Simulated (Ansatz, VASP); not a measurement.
Sn4Se3: VASP beside Ansatz

```
Sn Se
1.0
     3.99537    2.30673    3.77799
    -3.99537    2.30673    3.77799
     0.00000   -4.61345    3.77799
Sn Se
4 3
Cartesian
  0.0000 -2.3067 1.8890
  1.9977 1.1534 1.8890
  -1.9977 1.1534 1.8890
  0.0000 0.0000 5.6670
  0.0000 2.3067 3.7780
  -1.9977 -1.1534 3.7780
  1.9977 -1.1534 3.7780
```

Alike in both runs: task single point; functional PBE; k mesh 3 × 3 × 3; occupations gaussian, width 0.1 eV; no spin polarisation.

|  | VASP | Ansatz |
| --- | --- | --- |
| version | VASP 6.6.1 | Ansatz 0.2.0 |
| potentials or method | VASP PAW PBE potentials, release 64 (Sn_d, Se), cutoff 500 eV | scalar-relativistic, plane waves, PAW |
| valence electrons in the cell | 74 | 104 |

```tsv
	VASP	Ansatz	Ansatz less VASP
pressure (GPa)	0.0	0.0	+0.02
traceless stress, the component that is largest in VASP (GPa)	-0.16	-0.17	-0.004
```

VASP's potentials hold 74 valence electrons a cell and Ansatz's 104, so a difference there can come from the potentials and not from the codes.
